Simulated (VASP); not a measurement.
# AlN (F-43m) in VASP: single point with PBE

Aim: the single point of AlN with PBE.

Program: VASP 6.6.1. These are calculated values, not measurements. Logs are shortened: lines on timing, memory, paths and dates and some standing lists are left out, and cuts for length are marked.

### Step 1. The cell of the first run

It takes space group F-43m (No. 216, cubic). Conventional cell: a = 4.368 Å, b = 4.368 Å, c = 4.368 Å, α = 90.00°, β = 90.00°, γ = 90.00°. Al (site symmetry -43m) has 4 N at 1.89 Å within 2.5 Å. N (site symmetry -43m) has 4 Al at 1.89 Å within 2.5 Å.

### Step 2. Single point, PBE

File INCAR:

```
PREC = Accurate
ENCUT = 520
EDIFF = 1E-6
ISMEAR = 0
SIGMA = 0.05
LREAL = F
LASPH = T
NELM = 60
ALGO = Normal
ISIF = 2
LWAVE = F
LCHARG = F
GGA = PE
NBANDS = 36
```

File KPOINTS:

```
regular mesh
0
Gamma
  8 8 2
```

File POSCAR:

```
AlN
1.0
    2.1839935596     -2.1839935596      0.0000000000
    2.1839935596      0.0000000000     -2.1839935596
    8.7359742384      8.7359742384      8.7359742384
Al N
6 6
Direct
    0.6666666667      0.6666666667      0.1666666667
    0.0000000000      0.0000000000      0.0000000000
    0.3333333333      0.3333333333      0.3333333333
    0.6666666667      0.6666666667      0.6666666667
    0.0000000000      0.0000000000      0.5000000000
    0.3333333333      0.3333333333      0.8333333333
    0.6666666667      0.6666666667      0.5416666667
    1.0000000000      1.0000000000      0.3750000000
    0.3333333333      0.3333333333      0.7083333333
    0.6666666667      0.6666666667      0.0416666667
    0.0000000000      0.0000000000      0.8750000000
    0.3333333333      0.3333333333      0.2083333333
```

Potentials or basis: VASP PAW PBE potentials, release 64 (Al, N).

Started as:

```console
> cat potpaw_PBE.64/Al/POTCAR potpaw_PBE.64/N/POTCAR > POTCAR
> mpirun -np 1 vasp_std > vasp.out
```

OUTCAR:

```text
PREC = Accurate
   ENCUT = 520
   EDIFF = 1E-6
   ISMEAR = 0
   LREAL = F
   LASPH = T
   NELM = 60
   ISIF = 2
   GGA = PE

 ion  position               nearest neighbor table
   1  0.667  0.667  0.167-  12 1.89  12 1.89  10 1.89  12 1.89   3 3.09   3 3.09   3 3.09   2 3.09
                             2 3.09   2 3.09
   2  0.000  0.000  0.000-  10 1.89  11 1.89  10 1.89  10 1.89   1 3.09   6 3.09   1 3.09   1 3.09
                             6 3.09   6 3.09
   3  0.333  0.333  0.333-   8 1.89  12 1.89   8 1.89   8 1.89   1 3.09   1 3.09   1 3.09   5 3.09
                             5 3.09   5 3.09
   4  0.667  0.667  0.667-   9 1.89   9 1.89   7 1.89   9 1.89   6 3.09   6 3.09   6 3.09   5 3.09
                             5 3.09   5 3.09
   5  0.000  0.000  0.500-   7 1.89   8 1.89   7 1.89   7 1.89   3 3.09   4 3.09   4 3.09   4 3.09
                             3 3.09   3 3.09
   6  0.333  0.333  0.833-  11 1.89   9 1.89  11 1.89  11 1.89   4 3.09   4 3.09   4 3.09   2 3.09
                             2 3.09   2 3.09
   7  0.667  0.667  0.542-   5 1.89   4 1.89   5 1.89   5 1.89
   8  0.000  0.000  0.375-   3 1.89   5 1.89   3 1.89   3 1.89
   9  0.333  0.333  0.708-   4 1.89   4 1.89   4 1.89   6 1.89
  10  0.667  0.667  0.042-   2 1.89   1 1.89   2 1.89   2 1.89
  11  0.000  0.000  0.875-   6 1.89   2 1.89   6 1.89   6 1.89
  12  0.333  0.333  0.208-   1 1.89   1 1.89   1 1.89   3 1.89

  LATTYP: Found a hexagonal cell.
 ALAT       =     3.0886333121
 C/A-ratio  =     4.8989794856

  Lattice vectors:

 A1 = (  -2.1839935596,   0.0000000000,   2.1839935596)
 A2 = (   2.1839935596,  -2.1839935596,   0.0000000000)
 A3 = (   8.7359742384,   8.7359742384,   8.7359742384)

Analysis of symmetry for initial positions (statically):
=====================================================================
 Subroutine PRICEL returns following result:

  LATTYP: Found a face centered cubic cell.
 ALAT       =     4.3679871199

  Lattice vectors:

 A1 = (  -2.1839935600,  -2.1839935598,  -0.0000000002)
 A2 = (  -0.0000000013,  -2.1839935603,   2.1839935589)
 A3 = (  -2.1839935596,   0.0000000000,   2.1839935596)

   6 primitive cells build up your supercell.

 Routine SETGRP: Setting up the symmetry group for a
 hexagonal supercell.

 Subroutine GETGRP returns: Found  6 space group operations
 (whereof  6 operations were pure point group operations)
 out of a pool of 24 trial point group operations.
[... 128 lines left out ...]
   POTIM  = 0.5000    time-step for ionic-motion
   TEBEG  =    0.0;   TEEND  =   0.0 temperature during run
   PSTRESS=    0.0 pullay stress
   NELECT =      48.0000    total number of electrons
   NUPDOWN=      -1.0000    fix difference up-down
   EMIN   =  10.00;   EMAX   =-10.00  energy-range for DOS
   EFERMI =   0.00;   METHOD = LEGACY
   ISMEAR =     0;   SIGMA  =   0.05  broadening in eV -4-tet -1-fermi 0-gaus
   EFERMI_NEDOS =   21; number of points for ismear=-14 and -15
   IALGO  =     38    algorithm
   IMIX   =      4    mixing-type and parameters
     AMIX     =   0.40;   BMIX     =  1.00
     AMIX_MAG =   1.60;   BMIX_MAG =  1.00
  volume/ion in A,a.u.               =      10.42        70.30
  Fermi-wavevector in a.u.,A,eV,Ry     =   1.189899  2.248583 19.263943  1.415860
  Thomas-Fermi vector in A             =   2.325996
   LORBIT       =      0    0 simple, 1 ext, 2 COOP (PROOUT), +10 PAW based schemes
   GGA     = PE    functional components
   LHFCALC =     F    Hartree Fock is set to
   AEXX    =    0.0000 exact exchange contribution
   IVDW    =     0    specifies the selected vdW correction
   LEPSILON=     F    determine dielectric tensor
   LRPA    =     F    only Hartree local field effects (RPA)
 non-spin polarized calculation
 Gauss-broadening in eV      SIGMA  =   0.05
  energy-cutoff  :      520.00
  volume of cell :      125.01
 maximum number of plane-waves:      3388
   NGX = 11   NGY = 11   NGZ = 57

 number of electron      47.9999995 magnetization

 Free energy of the ion-electron system (eV)
  ---------------------------------------------------
  ext. energy  EPLUGINS =         0.00000000
  ---------------------------------------------------
  free energy    TOTEN  =       -89.04243009 eV

  energy without entropy =      -89.04243009  energy(sigma->0) =      -89.04243009

 E-fermi :   6.2630     XC(G=0): -10.9336

 val. band max:        5.9697772494   @ k =   0.0000   0.0000   0.0000
 cond. band min:       9.2878778602   @ k =   0.5000   0.0000   0.0000
 fundamental gap:      3.3181006108
 Fermi energy:         6.2630169065

 k-point     1 :       0.0000    0.0000    0.0000
  band No.  band energies     occupation
      1      -9.0108      2.00000
      2      -8.6133      2.00000
      3      -8.6133      2.00000
      4      -7.6274      2.00000
      5      -7.6274      2.00000
      6      -6.9628      2.00000
[... 769 lines left out ...]
     35      16.2367      0.00000
     36      16.2367      0.00000

------------------------ aborting loop because EDIFF is reached ----------------------------------------

  FORCE on cell =-STRESS in cart. coord.  units (eV):
  Direction    XX          YY          ZZ          XY          YZ          ZX
  --------------------------------------------------------------------------------------
  -------------------------------------------------------------------------------------
  Total        3.5926989      3.5926989      3.5926989     -0.0005839     -0.0005839     -0.0005839
  in kB       46.0464445     46.0464445     46.0464445     -0.0074840     -0.0074840     -0.0074840
  external PRESSURE =      46.0464445 kB  Pullay stress =       0.0000000 kB

 VOLUME and BASIS-vectors are now :
 -----------------------------------------------------------------------------
  energy-cutoff  :      520.00
  volume of cell :      125.01
      direct lattice vectors                 reciprocal lattice vectors
     2.183993560 -2.183993560  0.000000000     0.152625603 -0.305251205  0.152625603
     2.183993560  0.000000000 -2.183993560     0.152625603  0.152625603 -0.305251205
     8.735974238  8.735974238  8.735974238     0.038156401  0.038156401  0.038156401

 POSITION                                       TOTAL-FORCE (eV/Angst)
 -----------------------------------------------------------------------------------
      4.36799      0.00000      0.00000         0.000067      0.000067      0.000067
      0.00000      0.00000      0.00000         0.000067      0.000067      0.000067
      4.36799      2.18399      2.18399         0.000067      0.000067      0.000067
      8.73597      4.36799      4.36799         0.000067      0.000067      0.000067
      4.36799      4.36799      4.36799         0.000067      0.000067      0.000067
      8.73597      6.55198      6.55198         0.000067      0.000067      0.000067
      7.64398      3.27599      3.27599        -0.000067     -0.000067     -0.000067
      3.27599      3.27599      3.27599        -0.000067     -0.000067     -0.000067
      7.64398      5.45998      5.45998        -0.000067     -0.000067     -0.000067
      3.27599     -1.09200     -1.09200        -0.000067     -0.000067     -0.000067
      7.64398      7.64398      7.64398        -0.000067     -0.000067     -0.000067
      3.27599      1.09200      1.09200        -0.000067     -0.000067     -0.000067
 -----------------------------------------------------------------------------------
    total drift:                               -0.000133     -0.000132     -0.000132

  FREE ENERGIE OF THE ION-ELECTRON SYSTEM (eV)
  ---------------------------------------------------
  free  energy   TOTEN  =       -89.0424300899 eV

  energy  without entropy=      -89.0424300899  energy(sigma->0) =      -89.04243009
```

OSZICAR:

```text
N       E                     dE             d eps       ncg     rms          rms(c)
DAV:   1     0.185143846348E+03    0.18514E+03   -0.22087E+04  1440   0.119E+03
DAV:   2    -0.866863607986E+02   -0.27183E+03   -0.25658E+03  1912   0.247E+02
DAV:   3    -0.103149394309E+03   -0.16463E+02   -0.16357E+02  1828   0.635E+01
DAV:   4    -0.103323052904E+03   -0.17366E+00   -0.17348E+00  1816   0.736E+00
DAV:   5    -0.103325654721E+03   -0.26018E-02   -0.26011E-02  1788   0.902E-01    0.211E+01
DAV:   6    -0.890382245877E+02    0.14287E+02   -0.52078E+01  1732   0.316E+01    0.734E+00
DAV:   7    -0.890851830038E+02   -0.46958E-01   -0.18350E+00  1624   0.614E+00    0.514E+00
DAV:   8    -0.890490661464E+02    0.36117E-01   -0.16655E-01  1612   0.251E+00    0.749E-01
DAV:   9    -0.890410385501E+02    0.80276E-02   -0.35906E-02  1804   0.835E-01    0.360E-01
DAV:  10    -0.890427269464E+02   -0.16884E-02   -0.76676E-03  1728   0.382E-01    0.211E-01
DAV:  11    -0.890424266704E+02    0.30028E-03   -0.10923E-03  1756   0.148E-01    0.438E-02
DAV:  12    -0.890424314538E+02   -0.47834E-05   -0.25475E-05  1672   0.298E-02    0.131E-02
DAV:  13    -0.890424300626E+02    0.13913E-05   -0.17867E-05  1860   0.189E-02    0.727E-03
DAV:  14    -0.890424300899E+02   -0.27355E-07   -0.65197E-07   892   0.469E-03
   1 F= -.89042430E+02 E0= -.89042430E+02  d E =-.762041E-18
```

stdout:

```text
POSCAR found type information on POSCAR AlN
 POSCAR found :  2 types and      12 ions
 scaLAPACK will be used
 LDA part: xc-table for (Slater+PW92), standard interpolation
 POSCAR, INCAR and KPOINTS ok, starting setup
 FFT: planning ... GRIDC
 FFT: planning ... GRID_SOFT
 FFT: planning ... GRID
 WAVECAR not read
 entering main loop
```

It took 2.6 min on 1 thread of AMD EPYC 7R13, shared host; peak memory 0.24 GiB.

Results:

| Property | Result |
| --- | --- |
| Free energy | -89.0424 eV |
| Pressure | 4.6 GPa |
| Band gap on the k mesh | 3.32 eV |

Caveat: the cell stands under pressure. A k mesh can miss the band edges.
